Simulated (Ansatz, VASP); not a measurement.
# One calculation of Ga2O3, two programs

```xyz
5
Lattice="4.7543 0.0000 0.0000 -2.3771 4.1173 0.0000 0.0000 0.0000 2.6900" Properties=species:S:1:pos:R:3 pbc="T T T"
Ga    2.3771    1.3724    0.0000
Ga    0.0000    2.7449    0.0000
O     1.5848    2.7449    1.3450
O     1.5848    0.0000    1.3450
O    -0.7924    1.3724    1.3450
```

Change from the starting cell: ordered vacancies on the cation sites of tungsten carbide (P-62m, No. 189).

Alike in both runs: task single point; functional PBE; k mesh 6 × 6 × 6; occupations gaussian, width 0.1 eV; no spin polarisation.

```csv
,VASP,Ansatz
version,VASP 6.6.1,Ansatz 0.2.0
potentials or method,"VASP PAW PBE potentials, release 64 (Ga_d, O), cutoff 520 eV","scalar-relativistic, plane waves, PAW"
valence electrons in the cell,44,44
```

VASP gave:

```
gap on the k mesh at the Fermi level (eV)                     : 1.07
least direct gap on the mesh (eV)                             : 1.42
pressure (GPa)                                                : 1.2
traceless stress, the component that is largest in VASP (GPa) : -10.16
rms of the force components (eV/Å)                            : 0.705
```

What did Ansatz give for the same quantities?

gap on the k mesh at the Fermi level (eV): 1.10; least direct gap on the mesh (eV): 1.45; pressure (GPa): 0.3; traceless stress, the component that is largest in VASP (GPa): -10.56; rms of the force components (eV/Å): 0.729.

Atom by atom the forces differ by 0.024 eV/Å (rms over components).
